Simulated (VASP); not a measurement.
# Cs2CaSbF6 (Fm-3m) in VASP: single point with PBE

Aim: the single point of Cs2CaSbF6 with PBE.

Everything below comes from runs of VASP 6.6.1. Logs are shortened: lines on timing, memory, paths and dates and some standing lists are left out, and cuts for length are marked.

## (1) The cell of the first run

It takes space group Fm-3m (No. 225, cubic). The conventional cell has a = 9.356 Å, b = 9.356 Å, c = 9.356 Å, α = 90.00°, β = 90.00°, γ = 90.00°. Within 2.6 Å of Ca (site symmetry m-3m) lie 6 F at 1.96 Å. Within 2.6 Å of F (site symmetry 4mm) lie 1 Ca at 1.96 Å. Cs (site symmetry -43m) has 12 F at 3.33 Å and 4 Ca at 4.05 Å and 4 Sb at 4.05 Å within 4.4 Å. Within 3.6 Å of Sb (site symmetry m-3m) lie 6 F at 2.71 Å.

## (2) Single point, PBE

The input, INCAR:

```
SYSTEM = Cs2CaSbF6
ALGO = Normal
EDIFF = 1E-7
ENCUT = 520
GGA = PE
ISIF = 2
ISMEAR = -1
LASPH = .True.
LCHARG = .True.
LELF = .True.
LREAL = .False.
LVHAR = .True.
LWAVE = .False.
NBANDS = 48
NELM = 80
PREC = Accurate
SIGMA = 0.0342
```

The input, KPOINTS:

```
k-points
0
Gamma
  6 6 6
  0 0 0
```

The input, POSCAR:

```
Cs2CaSbF6
1.0
    0.0000000000      4.6781060000      4.6781060000
    4.6781060000      0.0000000000      4.6781060000
    4.6781060000      4.6781060000      0.0000000000
Ca F Cs Sb
1 6 2 1
Direct
    0.0000000000      0.0000000000      0.0000000000
    0.7900000000      0.2100000000      0.2100000000
    0.2100000000      0.7900000000      0.2100000000
    0.2100000000      0.7900000000      0.7900000000
    0.7900000000      0.2100000000      0.7900000000
    0.2100000000      0.2100000000      0.7900000000
    0.7900000000      0.7900000000      0.2100000000
    0.2500000000      0.2500000000      0.2500000000
    0.7500000000      0.7500000000      0.7500000000
    0.5000000000      0.5000000000      0.5000000000
```

Potentials or basis: VASP PAW PBE potentials, release 64 (Ca_sv, F, Cs_sv, Sb).

Run with:

```console
> cat potpaw_PBE.64/Ca_sv/POTCAR potpaw_PBE.64/F/POTCAR potpaw_PBE.64/Cs_sv/POTCAR potpaw_PBE.64/Sb/POTCAR > POTCAR
> mpirun -np 1 vasp_std > vasp.out
```

OUTCAR:

```text
SYSTEM = Cs2CaSbF6
   EDIFF = 1E-7
   ENCUT = 520
   GGA = PE
   ISIF = 2
   ISMEAR = -1
   LASPH = .True.
   LREAL = .False.
   NELM = 80
   PREC = Accurate

 ion  position               nearest neighbor table
   1  0.000  0.000  0.000-   2 1.96   3 1.96   4 1.96   5 1.96   6 1.96   7 1.96
   2  0.790  0.210  0.210-   1 1.96  10 2.71
   3  0.210  0.790  0.210-   1 1.96  10 2.71
   4  0.210  0.790  0.790-   1 1.96  10 2.71
   5  0.790  0.210  0.790-   1 1.96  10 2.71
   6  0.210  0.210  0.790-   1 1.96  10 2.71
   7  0.790  0.790  0.210-   1 1.96  10 2.71
   8  0.250  0.250  0.250-
   9  0.750  0.750  0.750-
  10  0.500  0.500  0.500-   2 2.71   3 2.71   4 2.71   5 2.71   6 2.71   7 2.71

  LATTYP: Found a face centered cubic cell.
 ALAT       =     9.3562120000

  Lattice vectors:

 A1 = (   0.0000000000,   4.6781060000,   4.6781060000)
 A2 = (   4.6781060000,   0.0000000000,   4.6781060000)
 A3 = (   4.6781060000,   4.6781060000,   0.0000000000)

Analysis of symmetry for initial positions (statically):
=====================================================================
 Subroutine PRICEL returns:
 Original cell was already a primitive cell.

 Routine SETGRP: Setting up the symmetry group for a
 face centered cubic supercell.

 Subroutine GETGRP returns: Found 48 space group operations
 (whereof 48 operations were pure point group operations)
 out of a pool of 48 trial point group operations.

The static configuration has the point symmetry O_h .

Analysis of symmetry for dynamics (positions and initial velocities):
=====================================================================
 Subroutine PRICEL returns:
 Original cell was already a primitive cell.

 Routine SETGRP: Setting up the symmetry group for a
 face centered cubic supercell.

 Subroutine GETGRP returns: Found 48 space group operations
 (whereof 48 operations were pure point group operations)
 out of a pool of 48 trial point group operations.

The dynamic configuration has the point symmetry O_h .

 Subroutine INISYM returns: Found 48 space group operations
 (whereof 48 operations are pure point group operations),
 and found     1 'primitive' translations

----------------------------------------------------------------------------------------

                                     Primitive cell

  volume of cell :     204.7577

  direct lattice vectors                    reciprocal lattice vectors
     0.000000000  4.678106000  4.678106000    -0.106880862  0.106880862  0.106880862
     4.678106000  0.000000000  4.678106000     0.106880862 -0.106880862  0.106880862
     4.678106000  4.678106000  0.000000000     0.106880862  0.106880862 -0.106880862

  length of vectors
     6.615840951  6.615840951  6.615840951     0.185123083  0.185123083  0.185123083

  position of ions in fractional coordinates (direct lattice)
     0.000000000  0.000000000  0.000000000
     0.790000000  0.210000000  0.210000000
     0.210000000  0.790000000  0.210000000
     0.210000000  0.790000000  0.790000000
     0.790000000  0.210000000  0.790000000
     0.210000000  0.210000000  0.790000000
     0.790000000  0.790000000  0.210000000
     0.250000000  0.250000000  0.250000000
     0.750000000  0.750000000  0.750000000
     0.500000000  0.500000000  0.500000000

  ion indices of the primitive-cell ions
   primitive index   ion index
                 1           1
                 2           2
                 3           3
                 4           4
                 5           5
                 6           6
                 7           7
                 8           8
                 9           9
                10          10

----------------------------------------------------------------------------------------

 KPOINTS: k-points

Automatic generation of k-mesh.
 Grid dimensions read from file:
 generate k-points for:    6    6    6

 Generating k-lattice:

  Cartesian coordinates                     Fractional coordinates (reciprocal lattice)
    -0.017813477  0.017813477  0.017813477     0.166666667  0.000000000  0.000000000
     0.017813477 -0.017813477  0.017813477     0.000000000  0.166666667  0.000000000
     0.017813477  0.017813477 -0.017813477     0.000000000  0.000000000  0.166666667

  Length of vectors
     0.030853847  0.030853847  0.030853847

  Shift w.r.t. Gamma in fractional coordinates (k-lattice)
     0.000000000  0.000000000  0.000000000

 Subroutine IBZKPT returns following result:
 ===========================================

 Found     16 irreducible k-points:

 Following reciprocal coordinates:
            Coordinates               Weight
  0.000000  0.000000  0.000000      1.000000
  0.166667  0.000000  0.000000      8.000000
  0.333333  0.000000  0.000000      8.000000
  0.500000  0.000000  0.000000      4.000000
  0.166667  0.166667  0.000000      6.000000
  0.333333  0.166667  0.000000     24.000000
[... 8 lines left out ...]
 -0.333333  0.333333  0.166667     24.000000
 -0.333333  0.500000  0.166667     12.000000
   k-points           NKPTS =     16   k-points in BZ     NKDIM =     16   number of bands    NBANDS=     48
   number of dos      NEDOS =    301   number of ions     NIONS =     10
   total plane-waves  NPLWV = 125000
   dimension x,y,z NGX =    50 NGY =   50 NGZ =   50
   dimension x,y,z NGXF=   100 NGYF=  100 NGZF=  100
   ions per type =               1   6   2   1
   NGX,Y,Z   is equivalent  to a cutoff of  12.56, 12.56, 12.56 a.u.
   NGXF,Y,Z  is equivalent  to a cutoff of  25.13, 25.13, 25.13 a.u.
 SYSTEM =  Cs2CaSbF6
   PREC   = accura    normal or accurate (medium, high low for compatibility)
   ISTART =      0    job   : 0-new  1-cont  2-samecut
   ICHARG =      2    charge: 1-file 2-atom 10-const
   ISPIN  =      1    spin polarized calculation?
   LNONCOLLINEAR =      F non collinear calculations
   LSORBIT =      F    spin-orbit coupling
   LASPH  =      T    aspherical Exc in radial PAW
   ENCUT  =  520.0 eV  38.22 Ry    6.18 a.u.  12.30 12.30 12.30*2*pi/ulx,y,z
   NELM   =     80;   NELMIN=  2; NELMDL= -5     # of ELM steps
   EDIFF  = 0.1E-06   stopping-criterion for ELM
   LREAL  =      F    real-space projection
   EDIFFG = 0.1E-05   stopping-criterion for IOM
   NSW    =      0    number of steps for IOM
   IBRION =     -1    ionic relax: 0-MD 1-quasi-New 2-CG
   NFREE  =      0    steps in history (QN), initial steepest desc. (CG)
   ISIF   =      2    stress and relaxation
   ISYM   =      2    0-nonsym 1-usesym 2-fastsym
   POTIM  = 0.5000    time-step for ionic-motion
   TEBEG  =    0.0;   TEEND  =   0.0 temperature during run
   PSTRESS=    0.0 pullay stress
   NELECT =      75.0000    total number of electrons
   NUPDOWN=      -1.0000    fix difference up-down
   EMIN   =  10.00;   EMAX   =-10.00  energy-range for DOS
   EFERMI =   0.00;   METHOD = LEGACY
   ISMEAR =    -1;   SIGMA  =   0.03  broadening in eV -4-tet -1-fermi 0-gaus
   EFERMI_NEDOS =   21; number of points for ismear=-14 and -15
   IALGO  =     38    algorithm
   IMIX   =      4    mixing-type and parameters
     AMIX     =   0.40;   BMIX     =  1.00
     AMIX_MAG =   1.60;   BMIX_MAG =  1.00
  volume/ion in A,a.u.               =      20.48       138.18
  Fermi-wavevector in a.u.,A,eV,Ry     =   1.171337  2.213506 18.667606  1.372030
  Thomas-Fermi vector in A             =   2.307782
   LORBIT       =      0    0 simple, 1 ext, 2 COOP (PROOUT), +10 PAW based schemes
   GGA     = PE    functional components
[... 5 lines left out ...]
 non-spin polarized calculation
  energy-cutoff  :      520.00
  volume of cell :      204.76
 maximum number of plane-waves:      5577
 NGX is ok and might be reduce to    50
   NGX = 25   NGY = 25   NGZ = 25

 number of electron      75.0000076 magnetization

 Free energy of the ion-electron system (eV)
  ---------------------------------------------------
  ext. energy  EPLUGINS =         0.00000000
  ---------------------------------------------------
  free energy    TOTEN  =       -41.43221873 eV

  energy without entropy =      -41.38198664  energy(sigma->0) =      -41.40710268

 E-fermi :   2.3061     XC(G=0):  -8.7984

 val. band max:        2.3023266294   @ k =  -0.3333   0.1667   0.0000
 cond. band min:       2.3062865483   @ k =   0.3333   0.3333   0.0000
 fundamental gap:      0.0039599189
 Fermi energy:         2.3061189330

 k-point     1 :       0.0000    0.0000    0.0000
  band No.  band energies     occupation
      1     -34.5918      2.00000
      2     -21.1035      2.00000
      3     -21.1035      2.00000
      4     -21.1035      2.00000
      5     -20.5593      2.00000
      6     -20.4946      2.00000
[... 40 lines left out ...]
     47       8.6711      0.00000
     48       8.6711      0.00000

 k-point     2 :       0.1667    0.0000    0.0000
  band No.  band energies     occupation
      1     -34.5918      2.00000
      2     -21.1118      2.00000
      3     -21.1013      2.00000
      4     -21.1013      2.00000
      5     -20.5427      2.00000
      6     -20.4973      2.00000
[... 40 lines left out ...]
     47       8.8230      0.00000
     48       8.8840      0.00000

 k-point     3 :       0.3333    0.0000    0.0000
  band No.  band energies     occupation
      1     -34.5918      2.00000
      2     -21.1273      2.00000
      3     -21.0972      2.00000
      4     -21.0972      2.00000
      5     -20.5109      2.00000
      6     -20.5034      2.00000
[... 40 lines left out ...]
     47       8.8239      0.00000
     48       8.8782      0.00000

 k-point     4 :       0.5000    0.0000    0.0000
  band No.  band energies     occupation
      1     -34.5918      2.00000
      2     -21.1347      2.00000
      3     -21.0949      2.00000
      4     -21.0949      2.00000
      5     -20.5063      2.00000
      6     -20.5063      2.00000
[... 550 lines left out ...]
     47       8.7762      0.00000
     48       9.0057      0.00000

 k-point    15 :      -0.3333    0.3333    0.1667
  band No.  band energies     occupation
      1     -34.5918      2.00000
      2     -21.1206      2.00000
      3     -21.1075      2.00000
      4     -21.1003      2.00000
      5     -20.5164      2.00000
      6     -20.5042      2.00000
[... 40 lines left out ...]
     47       8.5465      0.00000
     48       9.0167      0.00000

 k-point    16 :      -0.3333    0.5000    0.1667
  band No.  band energies     occupation
      1     -34.5918      2.00000
      2     -21.1143      2.00000
      3     -21.1086      2.00000
      4     -21.1063      2.00000
      5     -20.5242      2.00000
      6     -20.4997      2.00000
[... 40 lines left out ...]
     47       8.7628      0.00000
     48       8.9198      0.00000

------------------------ aborting loop because EDIFF is reached ----------------------------------------

  FORCE on cell =-STRESS in cart. coord.  units (eV):
  Direction    XX          YY          ZZ          XY          YZ          ZX
  --------------------------------------------------------------------------------------
  -------------------------------------------------------------------------------------
  Total       10.3551359     10.3551359     10.3551359     -0.0000000     -0.0000000     -0.0000000
  in kB       81.0263390     81.0263390     81.0263390     -0.0000000     -0.0000000     -0.0000000
  external PRESSURE =      81.0263390 kB  Pullay stress =       0.0000000 kB

 VOLUME and BASIS-vectors are now :
 -----------------------------------------------------------------------------
  energy-cutoff  :      520.00
  volume of cell :      204.76
      direct lattice vectors                 reciprocal lattice vectors
     0.000000000  4.678106000  4.678106000    -0.106880862  0.106880862  0.106880862
     4.678106000  0.000000000  4.678106000     0.106880862 -0.106880862  0.106880862
     4.678106000  4.678106000  0.000000000     0.106880862  0.106880862 -0.106880862

 POSITION                                       TOTAL-FORCE (eV/Angst)
 -----------------------------------------------------------------------------------
      0.00000      0.00000      0.00000        -0.000000      0.000000     -0.000000
      1.96480      4.67811      4.67811         4.824128      0.000000     -0.000000
      4.67811      1.96480      4.67811        -0.000000      4.824128     -0.000000
      7.39141      4.67811      4.67811        -4.824128      0.000000     -0.000000
      4.67811      7.39141      4.67811        -0.000000     -4.824128     -0.000000
      4.67811      4.67811      1.96480        -0.000000      0.000000      4.824128
      4.67811      4.67811      7.39141        -0.000000      0.000000     -4.824128
      2.33905      2.33905      2.33905        -0.000000      0.000000      0.000000
      7.01716      7.01716      7.01716        -0.000000     -0.000000      0.000000
      4.67811      4.67811      4.67811        -0.000000      0.000000     -0.000000
 -----------------------------------------------------------------------------------
    total drift:                               -0.000000     -0.000000      0.000000

  FREE ENERGIE OF THE ION-ELECTRON SYSTEM (eV)
  ---------------------------------------------------
  free  energy   TOTEN  =       -41.4322187271 eV

  energy  without entropy=      -41.3819866379  energy(sigma->0) =      -41.40710268
```

It used 680 s of CPU time on 1 thread of AMD EPYC 7R13 Processor (Zen 3) (shared host).

Results:

| Item | Value |
| --- | --- |
| Free energy | -41.4322 eV |
| Pressure | 8.1 GPa |
| Largest force | 4.824 eV/Å |

Forces on the atoms (eV/Å):
```
Ca   0.000  0.000  0.000
F    4.824  0.000  0.000
F    0.000  4.824  0.000
F   -4.824  0.000  0.000
F    0.000 -4.824  0.000
F    0.000  0.000  4.824
F    0.000  0.000 -4.824
Cs   0.000  0.000  0.000
Cs   0.000  0.000  0.000
Sb   0.000  0.000  0.000
```

Caveat: spin-orbit coupling is left out, which moves the levels of the heavy elements; an odd number of electrons without spin polarisation forces a metal; a magnetic or distorted state may lie lower.
